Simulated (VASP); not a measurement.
Here is a VASP 6.6.1 calculation.

File INCAR:

```
ALGO = Normal
EDIFF = 1E-6
ENCUT = 600
GGA = PE
GGA_COMPAT = False
ISIF = 2
ISMEAR = -1
LASPH = True
LCHARG = False
LREAL = False
LWAVE = False
NBANDS = 11
NELM = 120
PREC = Accurate
SIGMA = 0.1
```

The input KPOINTS:

```
k-points
0
Gamma
  5 5 4
```

Contents of POSCAR:

```
MgB2
1.0
    3.0850000000      0.0000000000      0.0000000000
   -1.5425000000      2.6716880000      0.0000000000
    0.0000000000      0.0000000000      3.5230000000
Mg B
1 2
Direct
   -0.0097284736     -0.0013094975      0.0009509593
    0.3503246542      0.6767582707      0.5055235292
    0.6715486701      0.3261859799      0.4923383571
```

Potentials or basis: VASP PAW PBE potentials, release 64 (Mg, B).

Command:

```console
$ cat potpaw_PBE.64/Mg/POTCAR potpaw_PBE.64/B/POTCAR > POTCAR
$ mpirun -np 1 vasp_std > vasp.out
```

Q: Estimate the largest force.

A: 0.752 eV/Å.

Q: What does it give for the band gap on the k mesh?

A: Zero (band 4 reaches 6.33 eV, above the bottom of band 5 at 3.81 eV).

Q: Estimate the pressure.

A: -1.1 GPa.

Stress tensor (GPa, compression positive):
```
-1.42  0.02 -0.06
 0.02 -0.89 -0.03
-0.06 -0.03 -1.12
```

Caveat: the k points lie up to 0.47 Å⁻¹ apart.
